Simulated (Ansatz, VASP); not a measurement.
I: VASP beside Ansatz

```
I
1.0
     0.00000    2.36560    3.90984
     2.19225    0.00000    3.90984
     2.19225    2.36560    0.00000
I
1
Direct
  0.00000 0.00000 0.00000
```

Alike in both runs: task single point; functional HSE06; k mesh 4 × 4 × 4; occupations fermi-dirac, width 0.05 eV; non-collinear spin, spin-orbit coupling.

|  | VASP | Ansatz |
| --- | --- | --- |
| version | VASP 6.6.1 | Ansatz 0.2.0 |
| potentials or method | VASP PAW PBE potentials, release 64 (I) | Ansatz PAW |
| plane-wave cutoff (eV) | 400 | 420 |
| valence electrons in the cell | 7 | 17 |

|  | VASP | Ansatz | Ansatz less VASP |
| --- | --- | --- | --- |
| pressure (GPa) | -2.3 | -2.1 | +0.24 |
| traceless stress, the component that is largest in VASP (GPa) | 2.91 | 2.67 | -0.236 |
| net moment per atom (μB) | 0.00 | 0.00 | 0.000 |

With one functional, cell and mesh, what is left measures potentials, basis and numerics. VASP's potentials hold 7 valence electrons a cell and Ansatz's 17, so a difference there can come from the potentials and not from the codes.

The k mesh is coarse, so the values compare programs but aren't converged.
